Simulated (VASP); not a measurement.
Input of a VASP 6.6.1 run:

The input INCAR:

```
  PREC = Accurate
  ENCUT = 520
  EDIFF = 1E-7
  ISMEAR = 0
  SIGMA = 0.03
  LREAL = F
  LASPH = T
  NELM = 80
  ALGO = Normal
  ISIF = 2
  LWAVE = F
  LCHARG = F
  GGA = PE
  IVDW = 12
  NBANDS = 11
```

KPOINTS

```
Automatic mesh
0
Gamma
  18 18 18
```

The input POSCAR:

```
C
1.0
    0.0000000000      2.1700390787      3.3015779085
    1.1978416380      0.0000000000      3.3015779085
    1.1978416380      2.1700390787      0.0000000000
C
2
Direct
    0.1666966007      0.8333033993      0.1666966007
    0.8333033993      0.1666966007      0.8333033993
```

Potentials or basis: VASP PAW PBE potentials, release 64 (C).

The run is started by

```bash
$ cat potpaw_PBE.64/C/POTCAR > POTCAR
$ mpirun -np 1 vasp_std > vasp.out
```

Q: Predict the band gap on the k mesh.

A: 0.06 eV, indirect (least direct gap 0.11 eV).

Q: Predict the largest force.

A: 0.528 eV/Å.

Q: What does it give for the dispersion energy per atom?

A: -0.159 eV.

Forces on the atoms (eV/Å):
```
C    0.000 -0.528  0.000
C    0.000  0.528  0.000
```

A k mesh can miss the band edges.
